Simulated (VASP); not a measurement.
Runs of VASP 6.6.1 on Y2WC6. The structure is that of space group Fm-3m (No. 225), or close to it. The cells are those of the table. The cell was generated, and may not be a known phase.

```tsv
task	cell	k mesh	cutoff (eV)	gap on the mesh (eV)	pressure (GPa)
relaxation of cell and atoms	relaxed from a = 6.153 Å, angles 60.0°, 9 atoms	8 × 8 × 8	600	none	0.0
single point	a = 5.567 Å, angles 60.0°, 9 atoms	4 × 4 × 4	520	none	29.1
relaxation of cell and atoms	relaxed from a = 5.567 Å, angles 60.0°, 9 atoms	4 × 4 × 4	600	none	0.3
single point	a = 6.153 Å, angles 60.0°, 9 atoms	4 × 4 × 4	520	none	(a)
single point	a = 6.159 Å, angles 60.0°, 9 atoms	8 × 8 × 8	520	none	-0.1
```

Alike in all rows: level PBE; potentials or basis VASP PAW PBE potentials, release 64 (Y_sv, W_sv, C); no spin polarisation; smearing gaussian 0.1 eV.

Estimate the missing entries.

(a) 0.2.

Caveats: spin-orbit coupling is left out, which moves the levels of the heavy elements; the relaxation stopped at its first step, so nothing moved (at least some runs); the cell stands under pressure (at least some runs).

A k mesh can miss the band edges, and the runs leave out spin-orbit coupling on W, Y.

A gap of «none» marks levels without a gap at the run's occupations.
